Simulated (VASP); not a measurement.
A run of VASP 6.6.1 is set up as follows.

Contents of INCAR:

```
SYSTEM = HfN
PREC = Accurate
ENCUT = 600
EDIFF = 1E-6
ISMEAR = -1
SIGMA = 0.1
LREAL = .FALSE.
LASPH = .TRUE.
NELM = 80
ALGO = Normal
ISIF = 3
LWAVE = .FALSE.
LCHARG = .FALSE.
GGA = PE
IBRION = 2
NSW = 60
EDIFFG = -0.005
```

KPOINTS

```
regular mesh
0
G
  16 16 14
  0 0 0
```

The input POSCAR:

```
HfN
1.0
    3.0022085676      0.0000000000      0.0000000000
   -1.5011042838      2.5999888870      0.0000000000
    0.0000000000      0.0000000000      2.9421643963
Hf N
1 1
Direct
    0.0000000000      0.0000000000      0.0000000000
    0.3333333333      0.6666666667      0.5000000000
```

Potentials or basis: VASP PAW PBE potentials, release 64 (Hf_pv, N).

Command:

```console
$ cat potpaw_PBE.64/Hf_pv/POTCAR potpaw_PBE.64/N/POTCAR > POTCAR
$ mpirun -np 1 vasp_std > vasp.out
```

Question: Predict the space group after relaxing (to 0.1 Å).

Answer: P-6m2 (No. 187).

Question: Estimate the band gap on the k mesh.

Answer: Zero (an odd number of electrons rules out a gap without spin polarisation).

Question: Predict the relaxed cell.

Answer: a = 3.093 Å, b = 3.093 Å, c = 2.902 Å, α = 90.00°, β = 90.00°, γ = 120.00°.

Question: Predict the relaxed volume.

Answer: 12.02 Å³/atom.

Final structure:
```cif
data_structure
_symmetry_space_group_name_H-M 'P 1'
_symmetry_Int_Tables_number 1
_cell_length_a 3.0928
_cell_length_b 3.0928
_cell_length_c 2.9021
_cell_angle_alpha 90.000
_cell_angle_beta 90.000
_cell_angle_gamma 120.000
_cell_volume 24.04
loop_
_atom_site_label
_atom_site_type_symbol
_atom_site_fract_x
_atom_site_fract_y
_atom_site_fract_z
_atom_site_occupancy
Hf1 Hf 0.00000 0.00000 0.00000 1
N1 N 0.33333 0.66667 0.50000 1
```

Caveat: spin-orbit coupling is left out, which moves the levels of the heavy elements; an odd number of electrons without spin polarisation forces a metal; a magnetic or distorted state may lie lower.
